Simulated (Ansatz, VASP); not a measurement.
**Two plane-wave programs on ScAl4As**

INCAR

```
SYSTEM = ScAl4As
PREC = Accurate
ENCUT = 520
EDIFF = 1E-6
ISMEAR = 0
SIGMA = 0.1
LREAL = .False.
LASPH = .True.
NELM = 100
ALGO = Normal
ISIF = 2
LWAVE = .False.
LCHARG = .False.
GGA = PE
NBANDS = 23
```

KPOINTS

```
regular mesh
0
Gamma
  4 4 4
  0 0 0
```

POSCAR

```
ScAl4As
1.0
    0.0000000000      3.8506696600      3.8506696600
    3.8506696600      0.0000000000      3.8506696600
    3.8506696600      3.8506696600      0.0000000000
Sc Al As
1 4 1
Direct
    0.2500000000      0.2500000000      0.2500000000
    0.6242243300      0.1273270000      0.6242243300
    0.6242243300      0.6242243300      0.1273270000
    0.6242243300      0.6242243300      0.6242243300
    0.1273270000      0.6242243300      0.6242243300
    0.0000000000      0.0000000000      0.0000000000
```

Input for Ansatz:

```yaml
crystal:
  lattice:
    - [0.0, 3.85066966, 3.85066966]
    - [3.85066966, 0.0, 3.85066966]
    - [3.85066966, 3.85066966, 0.0]
  atoms:
    - { symbol: Sc, position: [0.25, 0.25, 0.25] }
    - { symbol: Al, position: [0.62422433, 0.127327, 0.62422433] }
    - { symbol: Al, position: [0.62422433, 0.62422433, 0.127327] }
    - { symbol: Al, position: [0.62422433, 0.62422433, 0.62422433] }
    - { symbol: Al, position: [0.127327, 0.62422433, 0.62422433] }
    - { symbol: As, position: [0.0, 0.0, 0.0] }
basis:
  ecutwfc: 420
kpoints:
  mp_grid: { grid: [4, 4, 4] }
hamiltonian:
  xc: pbe
scf:
  occupations: { method: gaussian, width: 0.1 }
  lower_state_search: "off"
output:
  forces: true
  stress: true
  eigenvalues: true
```

Change from the starting cell: species swapped into the YMnNi4 type (F-43m, No. 216).

Alike in both runs: task single point; functional PBE; k mesh 4 × 4 × 4; occupations gaussian, width 0.1 eV; no spin polarisation.

|  | VASP | Ansatz |
| --- | --- | --- |
| version | VASP 6.6.1 | Ansatz 0.2.0 |
| potentials or method | VASP PAW PBE potentials, release 64 (Sc_sv, Al, As), cutoff 520 eV | scalar-relativistic, plane waves, PAW |
| valence electrons in the cell | 28 | 38 |

```tsv
	VASP	Ansatz	Ansatz less VASP
gap on the k mesh at the Fermi level (eV)	none	none	-
pressure (GPa)	-3.4	-3.4	-0.01
rms of the force components (eV/Å)	0.012	0.014	+0.0016
```

Atom by atom the forces differ by 0.002 eV/Å (rms over components). A gap of «none» marks a metal or a gap that the smearing closes. With one functional, cell and mesh, what is left measures potentials, basis and numerics. VASP's potentials hold 28 valence electrons a cell and Ansatz's 38, so a difference there can come from the potentials and not from the codes.
